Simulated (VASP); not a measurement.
A run of VASP 6.6.1 is set up as follows.

File INCAR:

```
PREC = Accurate
ENCUT = 520
EDIFF = 1E-8
ISMEAR = -1
SIGMA = 0.03
LREAL = F
LASPH = T
NELM = 60
ALGO = Normal
ISIF = 2
LWAVE = F
LCHARG = F
GGA = PS
LEFG = T
NBANDS = 32
```

KPOINTS

```
regular mesh
0
Gamma
  6 6 6
```

File POSCAR:

```
Bi2Se3
1.0
    2.0093543179      1.1601012563      9.5453300000
   -2.0093543179      1.1601012563      9.5453300000
    0.0000000000     -2.3202025127      9.5453300000
Bi Se
2 3
Direct
    0.4008000000      0.4008000000      0.4008000000
    0.5992000000      0.5992000000      0.5992000000
    0.0000000000      0.0000000000      0.0000000000
    0.2117000000      0.2117000000      0.2117000000
    0.7883000000      0.7883000000      0.7883000000
```

Potentials or basis: VASP PAW PBE potentials, release 64 (Bi_d, Se).

The run is started by

```bash
$ cat potpaw_PBE.64/Bi_d/POTCAR potpaw_PBE.64/Se/POTCAR > POTCAR
$ mpirun -np 1 vasp_std > vasp.out
```

Q: Predict the pressure.

A: 4.1 GPa.

Q: What does it give for the largest force?

A: 0.549 eV/Å.

Q: Predict the band gap on the k mesh.

A: 0.19 eV.

Stress tensor (GPa, compression positive):
```
4.52 0.00 0.00
0.00 4.52 0.00
0.00 0.00 3.24
```

Caveat: the cell differs from its parent crystal (equal xx and yy strain of -3 %); the cell stands under pressure; without QUAD_EFG the Cq values of the log hold for a quadrupole moment of 1 mb, not for the nuclei; the PAW data sets were made with another functional, which shifts forces and pressure a little; spin-orbit coupling is left out, which moves the levels of the heavy elements. A k mesh can miss the band edges.
